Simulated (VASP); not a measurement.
# SnSe3 (Fm-3m) in VASP: a series of runs, part 2 of 2

VASP 6.6.1. The steps go on from the part before.

## Step 3: Single point, PBE

This run uses another cell than the first one, of 22.15 Å³/atom, 0.990 times its volume.

Input file INCAR:

```
PREC = Accurate ; ENCUT = 520
EDIFF = 1E-7 ; ISMEAR = -1
SIGMA = 0.02 ; LREAL = False
LASPH = True ; NELM = 60
ALGO = Normal ; ISIF = 2
LWAVE = False ; LCHARG = False
GGA = PE ; NBANDS = 24
```

Input file KPOINTS:

```
regular mesh
0
Gamma
  6 6 6
```

Input file POSCAR:

```
SnSe3
1.0
    0.0000000000      3.5385665608      3.5385665608
    3.5385665608      0.0000000000      3.5385665608
    3.5385665608      3.5385665608      0.0000000000
Sn Se
1 3
Direct
    0.0000000000      0.0000000000      0.0000000000
    0.5000000000      0.5000000000      0.5000000000
    0.2500000000      0.2500000000      0.2500000000
    0.7500000000      0.7500000000      0.7500000000
```

Potentials or basis: VASP PAW PBE potentials, release 64 (Sn_d, Se).

Started as:

```sh
cat potpaw_PBE.64/Sn_d/POTCAR potpaw_PBE.64/Se/POTCAR > POTCAR
mpirun -np 1 vasp_std > vasp.out
```

OUTCAR:

```text
PREC = Accurate
   ENCUT = 520
   EDIFF = 1E-7
   ISMEAR = -1
   LREAL = False
   LASPH = True
   NELM = 60
   ISIF = 2
   GGA = PE

 ion  position               nearest neighbor table
   1  0.000  0.000  0.000-   3 3.06   4 3.06   4 3.06   4 3.06   4 3.06   3 3.06   3 3.06   3 3.06

   2  0.500  0.500  0.500-
   3  0.250  0.250  0.250-   1 3.06   1 3.06   1 3.06   1 3.06
   4  0.750  0.750  0.750-   1 3.06   1 3.06   1 3.06   1 3.06

  LATTYP: Found a face centered cubic cell.
 ALAT       =     7.0771331216

  Lattice vectors:

 A1 = (   0.0000000000,   3.5385665608,   3.5385665608)
 A2 = (   3.5385665608,   0.0000000000,   3.5385665608)
 A3 = (   3.5385665608,   3.5385665608,   0.0000000000)

Analysis of symmetry for initial positions (statically):
=====================================================================
 Subroutine PRICEL returns:
 Original cell was already a primitive cell.

 Routine SETGRP: Setting up the symmetry group for a
 face centered cubic supercell.

 Subroutine GETGRP returns: Found 48 space group operations
 (whereof 48 operations were pure point group operations)
 out of a pool of 48 trial point group operations.

The static configuration has the point symmetry O_h .

Analysis of symmetry for dynamics (positions and initial velocities):
=====================================================================
 Subroutine PRICEL returns:
 Original cell was already a primitive cell.

 Routine SETGRP: Setting up the symmetry group for a
 face centered cubic supercell.

 Subroutine GETGRP returns: Found 48 space group operations
 (whereof 48 operations were pure point group operations)
 out of a pool of 48 trial point group operations.

The dynamic configuration has the point symmetry O_h .

 Subroutine INISYM returns: Found 48 space group operations
 (whereof 48 operations are pure point group operations),
 and found     1 'primitive' translations

----------------------------------------------------------------------------------------

                                     Primitive cell

  volume of cell :      88.6160

  direct lattice vectors                    reciprocal lattice vectors
     0.000000000  3.538566561  3.538566561    -0.141300154  0.141300154  0.141300154
     3.538566561  0.000000000  3.538566561     0.141300154 -0.141300154  0.141300154
     3.538566561  3.538566561  0.000000000     0.141300154  0.141300154 -0.141300154

  length of vectors
     5.004288822  5.004288822  5.004288822     0.244739046  0.244739046  0.244739046

  position of ions in fractional coordinates (direct lattice)
     0.000000000  0.000000000  0.000000000
     0.500000000  0.500000000  0.500000000
     0.250000000  0.250000000  0.250000000
     0.750000000  0.750000000  0.750000000

  ion indices of the primitive-cell ions
   primitive index   ion index
                 1           1
                 2           2
                 3           3
                 4           4

----------------------------------------------------------------------------------------

 KPOINTS: regular mesh

Automatic generation of k-mesh.
 Grid dimensions read from file:
 generate k-points for:    6    6    6

 Generating k-lattice:

  Cartesian coordinates                     Fractional coordinates (reciprocal lattice)
    -0.023550026  0.023550026  0.023550026     0.166666667  0.000000000  0.000000000
     0.023550026 -0.023550026  0.023550026     0.000000000  0.166666667  0.000000000
     0.023550026  0.023550026 -0.023550026     0.000000000  0.000000000  0.166666667

  Length of vectors
     0.040789841  0.040789841  0.040789841

  Shift w.r.t. Gamma in fractional coordinates (k-lattice)
     0.000000000  0.000000000  0.000000000

 Subroutine IBZKPT returns following result:
 ===========================================

 Found     16 irreducible k-points:

 Following reciprocal coordinates:
            Coordinates               Weight
  0.000000  0.000000  0.000000      1.000000
  0.166667  0.000000  0.000000      8.000000
  0.333333  0.000000  0.000000      8.000000
  0.500000  0.000000  0.000000      4.000000
  0.166667  0.166667  0.000000      6.000000
  0.333333  0.166667  0.000000     24.000000
[... 8 lines left out ...]
 -0.333333  0.333333  0.166667     24.000000
 -0.333333  0.500000  0.166667     12.000000
   k-points           NKPTS =     16   k-points in BZ     NKDIM =     16   number of bands    NBANDS=     24
   number of dos      NEDOS =    301   number of ions     NIONS =      4
   total plane-waves  NPLWV =  64000
   dimension x,y,z NGX =    40 NGY =   40 NGZ =   40
   dimension x,y,z NGXF=    80 NGYF=   80 NGZF=   80
   ions per type =               1   3
   NGX,Y,Z   is equivalent  to a cutoff of  13.29, 13.29, 13.29 a.u.
   NGXF,Y,Z  is equivalent  to a cutoff of  26.58, 26.58, 26.58 a.u.
 SYSTEM =  unknown system
   PREC   = accura    normal or accurate (medium, high low for compatibility)
   ISTART =      0    job   : 0-new  1-cont  2-samecut
   ICHARG =      2    charge: 1-file 2-atom 10-const
   ISPIN  =      1    spin polarized calculation?
   LNONCOLLINEAR =      F non collinear calculations
   LSORBIT =      F    spin-orbit coupling
   LASPH  =      T    aspherical Exc in radial PAW
   ENCUT  =  520.0 eV  38.22 Ry    6.18 a.u.   9.30  9.30  9.30*2*pi/ulx,y,z
   NELM   =     60;   NELMIN=  2; NELMDL= -5     # of ELM steps
   EDIFF  = 0.1E-06   stopping-criterion for ELM
   LREAL  =      F    real-space projection
   EDIFFG = 0.1E-05   stopping-criterion for IOM
   NSW    =      0    number of steps for IOM
   IBRION =     -1    ionic relax: 0-MD 1-quasi-New 2-CG
   NFREE  =      0    steps in history (QN), initial steepest desc. (CG)
   ISIF   =      2    stress and relaxation
   ISYM   =      2    0-nonsym 1-usesym 2-fastsym
   POTIM  = 0.5000    time-step for ionic-motion
   TEBEG  =    0.0;   TEEND  =   0.0 temperature during run
   PSTRESS=    0.0 pullay stress
   NELECT =      32.0000    total number of electrons
   NUPDOWN=      -1.0000    fix difference up-down
   EMIN   =  10.00;   EMAX   =-10.00  energy-range for DOS
   EFERMI =   0.00;   METHOD = LEGACY
   ISMEAR =    -1;   SIGMA  =   0.02  broadening in eV -4-tet -1-fermi 0-gaus
   EFERMI_NEDOS =   21; number of points for ismear=-14 and -15
   IALGO  =     38    algorithm
   IMIX   =      4    mixing-type and parameters
     AMIX     =   0.40;   BMIX     =  1.00
     AMIX_MAG =   1.60;   BMIX_MAG =  1.00
  volume/ion in A,a.u.               =      22.15       149.50
  Fermi-wavevector in a.u.,A,eV,Ry     =   1.165791  2.203026 18.491259  1.359069
  Thomas-Fermi vector in A             =   2.302313
   LORBIT       =      0    0 simple, 1 ext, 2 COOP (PROOUT), +10 PAW based schemes
   GGA     = PE    functional components
   LHFCALC =     F    Hartree Fock is set to
   AEXX    =    0.0000 exact exchange contribution
   IVDW    =     0    specifies the selected vdW correction
   LEPSILON=     F    determine dielectric tensor
   LRPA    =     F    only Hartree local field effects (RPA)
 non-spin polarized calculation
  energy-cutoff  :      520.00
  volume of cell :       88.62
 maximum number of plane-waves:      2421
 NGX is ok and might be reduce to    40
   NGX = 19   NGY = 19   NGZ = 19

 number of electron      32.0000000 magnetization

 Free energy of the ion-electron system (eV)
  ---------------------------------------------------
  ext. energy  EPLUGINS =         0.00000000
  ---------------------------------------------------
  free energy    TOTEN  =       -13.36517646 eV

  energy without entropy =      -13.35735782  energy(sigma->0) =      -13.36126714

 E-fermi :   6.1914     XC(G=0): -10.4717

 val. band max:        6.1898797763   @ k =   0.3333   0.0000   0.0000
 cond. band min:       6.2017842843   @ k =   0.5000   0.1667   0.0000
 fundamental gap:      0.0119045080
 Fermi energy:         6.1914219313

 k-point     1 :       0.0000    0.0000    0.0000
  band No.  band energies     occupation
      1     -15.4137      2.00000
      2     -15.4137      2.00000
      3     -15.4137      2.00000
      4     -15.4060      2.00000
      5     -15.4060      2.00000
      6      -9.0470      2.00000
[... 16 lines left out ...]
     23      10.6667      0.00000
     24      18.2097      0.00000
[... 382 lines left out ...]
      2     -15.4121      2.00000
      3     -15.4089      2.00000
      4     -15.4083      2.00000
      5     -15.4051      2.00000
      6      -7.0257      2.00000
[... 16 lines left out ...]
     23      13.8182      0.00000
     24      14.6097      0.00000

------------------------ aborting loop because EDIFF is reached ----------------------------------------

  FORCE on cell =-STRESS in cart. coord.  units (eV):
  Direction    XX          YY          ZZ          XY          YZ          ZX
  --------------------------------------------------------------------------------------
  -------------------------------------------------------------------------------------
  Total        0.3030063      0.3030063      0.3030063      0.0000000     -0.0000000      0.0000000
  in kB        5.4783537      5.4783537      5.4783537      0.0000000     -0.0000000      0.0000000
  external PRESSURE =       5.4783537 kB  Pullay stress =       0.0000000 kB

 VOLUME and BASIS-vectors are now :
 -----------------------------------------------------------------------------
  energy-cutoff  :      520.00
  volume of cell :       88.62
      direct lattice vectors                 reciprocal lattice vectors
     0.000000000  3.538566561  3.538566561    -0.141300154  0.141300154  0.141300154
     3.538566561  0.000000000  3.538566561     0.141300154 -0.141300154  0.141300154
     3.538566561  3.538566561  0.000000000     0.141300154  0.141300154 -0.141300154

 POSITION                                       TOTAL-FORCE (eV/Angst)
 -----------------------------------------------------------------------------------
      0.00000      0.00000      0.00000         0.000000     -0.000000     -0.000000
      3.53857      3.53857      3.53857         0.000000     -0.000000     -0.000000
      1.76928      1.76928      1.76928        -0.000000     -0.000000     -0.000000
      5.30785      5.30785      5.30785         0.000000      0.000000      0.000000
 -----------------------------------------------------------------------------------
    total drift:                               -0.000000      0.000000      0.000000

  FREE ENERGIE OF THE ION-ELECTRON SYSTEM (eV)
  ---------------------------------------------------
  free  energy   TOTEN  =       -13.3651764611 eV

  energy  without entropy=      -13.3573578243  energy(sigma->0) =      -13.36126714
```

Run time: 42 s. Hardware: 1 thread of Intel Xeon Platinum 8259CL at 2.50GHz (Skylake/Cascade Lake), shared host; peak memory 0.24 GiB.

Results:

```
Free energy            : -13.3652 eV
Pressure               : 0.5 GPa
Band gap on the k mesh : zero (band 16 reaches 6.45 eV, above the bottom of band 17 at 4.32 eV)
```

Caveat: spin-orbit coupling is left out, which moves the levels of the heavy elements.

## Step 4: Single point, PBE

Input file INCAR:

```
SYSTEM = SnSe3
PREC = Accurate
ENCUT = 520
EDIFF = 1E-6
ISMEAR = -1
SIGMA = 0.02
LREAL = .False.
LASPH = .True.
NELM = 60
ALGO = Normal
ISIF = 2
LWAVE = .False.
LCHARG = .False.
GGA = PE
NBANDS = 24
```

Input file KPOINTS:

```
regular mesh
0
Gamma
  6 6 6
  0 0 0
```

Input file POSCAR:

```
SnSe3
1.0
    0.0000000000      3.5504410342      3.5504410342
    3.5504410342      0.0000000000      3.5504410342
    3.5504410342      3.5504410342      0.0000000000
Sn Se
1 3
Direct
    0.0000000000      0.0000000000      0.0000000000
    0.5000000000      0.5000000000      0.5000000000
    0.2500000000      0.2500000000      0.2500000000
    0.7500000000      0.7500000000      0.7500000000
```

Started as:

```sh
cat potpaw_PBE.64/Sn_d/POTCAR potpaw_PBE.64/Se/POTCAR > POTCAR
mpirun -np 1 vasp_std > vasp.out
```

Wall time 41 s (1 thread of Intel Xeon Platinum 8259CL at 2.50GHz (Skylake/Cascade Lake), shared host); peak memory 0.25 GiB.

Results (log left out):

* Free energy: -13.3668 eV
* Pressure: 0.0 GPa
* Band gap on the k mesh: zero (band 16 reaches 6.31 eV, above the bottom of band 17 at 4.23 eV)

Levels at points of the mesh, in eV from the Fermi level:
```tsv
k point	band 14	band 15	band 16	band 17	band 18	band 19
(0.00, 0.00, 0.00)	-3.40	-3.40	-1.84	-1.84	-1.84	4.21
(0.50, 0.00, 0.00)	-2.36	-1.74	0.24	0.24	1.09	2.62
(0.50, 0.50, 0.00)	-0.79	-0.68	-0.25	0.14	0.14	3.01
```

Caveat: spin-orbit coupling is left out, which moves the levels of the heavy elements.
